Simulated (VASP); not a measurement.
Cu3OF3:

```xyz
7
Lattice="4.3678 0.0000 0.0000 0.0000 4.3678 0.0000 0.0000 0.0000 4.3678" Properties=species:S:1:pos:R:3 pbc="T T T"
Cu    2.1839    2.1839    0.0000
Cu    0.0000    2.1839    2.1839
Cu    2.1839    0.0000    2.1839
O     2.1839    2.1839    2.1839
F     2.1839    0.0000    0.0000
F     0.0000    2.1839    0.0000
F     0.0000    0.0000    2.1839
```

The cell was built from a structure type or drawn by symmetry, and may not be a known phase.

* Program: VASP 6.6.1
* Task: relaxation of cell and atoms
* Functional: PBE
* Potentials or basis: VASP PAW PBE potentials, release 64 (Cu, O, F)
* Cutoff: 600 eV
* k mesh: 4 × 4 × 4
* Occupations: gaussian, width 0.1 eV
* Spin: collinear spin
* Starting moments: [1.0, 1.0, 1.0, 0.0, 0.0, 0.0, 0.0] μB

At the start: pressure -6.8 GPa; volume 11.90 Å³/atom.

**Question.** Where does the relaxation end?

**Answer.** Over 3 steps the energy falls by 17.9 meV/atom and the volume is 11.11 Å³/atom (-6.6 %); space group Pm-3m (No. 221, to 0.1 Å) before and after; moment 1.30 μB per cell.

The path:
| step | energy change (eV) | largest force (eV/Å) | pressure (GPa) | volume (Å³) |
| --- | --- | --- | --- | --- |
| 1 | 0.0000 | 0.0000 | -6.78 | 83.33 |
| 2 | -0.1245 | 0.0000 | 0.61 | 77.40 |
| 3 | -0.1253 | 0.0000 | 0.02 | 77.79 |

Final structure:
```cif
data_structure
_symmetry_space_group_name_H-M 'P 1'
_symmetry_Int_Tables_number 1
_cell_length_a 4.2688
_cell_length_b 4.2688
_cell_length_c 4.2688
_cell_angle_alpha 90.000
_cell_angle_beta 90.000
_cell_angle_gamma 90.000
_cell_volume 77.79
loop_
_atom_site_label
_atom_site_type_symbol
_atom_site_fract_x
_atom_site_fract_y
_atom_site_fract_z
_atom_site_occupancy
Cu1 Cu 0.50000 0.50000 0.00000 1
Cu2 Cu 0.00000 0.50000 0.50000 1
Cu3 Cu 0.50000 0.00000 0.50000 1
O1 O 0.50000 0.50000 0.50000 1
F1 F 0.50000 0.00000 0.00000 1
F2 F 0.00000 0.50000 0.00000 1
F3 F 0.00000 0.00000 0.50000 1
```
